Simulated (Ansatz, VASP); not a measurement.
**One calculation of HfO2, two programs**

INCAR

```
SYSTEM = HfO2
PREC = Accurate
ENCUT = 520
EDIFF = 1E-6
ISMEAR = 0
SIGMA = 0.05
LREAL = .FALSE.
LASPH = .TRUE.
NELM = 100
ALGO = Normal
ISIF = 2
LWAVE = .FALSE.
LCHARG = .FALSE.
GGA = PS
NBANDS = 18
```

Contents of KPOINTS:

```
Automatic mesh
0
G
  8 8 8
  0 0 0
```

File POSCAR:

```
HfO2
1.0
    0.0000000000      2.5220673956      2.5220673956
    2.5220673956      0.0000000000      2.5220673956
    2.5220673956      2.5220673956      0.0000000000
Hf O
1 2
Direct
   -0.0022035292      0.0022035292      0.0022035292
    0.2622915034      0.2377084966      0.2377084966
    0.7622915034      0.7377084966      0.7377084966
```

Input for Ansatz:

```yaml
crystal:
  lattice:
    - [0.0, 2.5220673956, 2.5220673956]
    - [2.5220673956, 0.0, 2.5220673956]
    - [2.5220673956, 2.5220673956, 0.0]
  atoms:
    - { symbol: Hf, position: [-0.0022035292, 0.0022035292, 0.0022035292] }
    - { symbol: O, position: [0.2622915034, 0.2377084966, 0.2377084966] }
    - { symbol: O, position: [0.7622915034, 0.7377084966, 0.7377084966] }
basis:
  ecutwfc: 520.0
kpoints:
  mp_grid: { grid: [8, 8, 8] }
hamiltonian:
  xc: pbesol
  pseudopotentials: { kind: paw, azcp: { folder: soft_1 } }
scf:
  occupations: { method: gaussian, width: 0.05 }
output:
  forces: true
  stress: true
  eigenvalues: true
```

Change from the starting cell: mode 4 frozen in at -0.062 Å and mode 5 at +0.000 Å (largest displacements).

Alike in both runs: task single point; functional PBEsol; k mesh 8 × 8 × 8; occupations gaussian, width 0.05 eV; no spin polarisation.

|  | VASP | Ansatz |
| --- | --- | --- |
| version | VASP 6.6.1 | Ansatz 0.2.0 |
| potentials or method | VASP PAW PBE potentials, release 64 (Hf_pv, O), cutoff 520 eV | scalar-relativistic, plane waves, PAW |
| valence electrons in the cell | 22 | 38 |

Ansatz gave:

- gap on the k mesh at the Fermi level (eV): 3.69
- least direct gap on the mesh (eV): 3.69
- pressure (GPa): 0.6
- rms of the force components (eV/Å): 0.175

Problem. Which values does VASP return?

Solution. gap on the k mesh at the Fermi level (eV): 3.71; least direct gap on the mesh (eV): 3.71; pressure (GPa): -3.1; rms of the force components (eV/Å): 0.169.

VASP's potentials were made for PBE, not for PBEsol, and Ansatz warns of the same on its side. Atom by atom the forces differ by 0.007 eV/Å (rms over components). VASP's potentials hold 22 valence electrons a cell and Ansatz's 38, so a difference there can come from the potentials and not from the codes.

Spin-orbit coupling is off throughout.
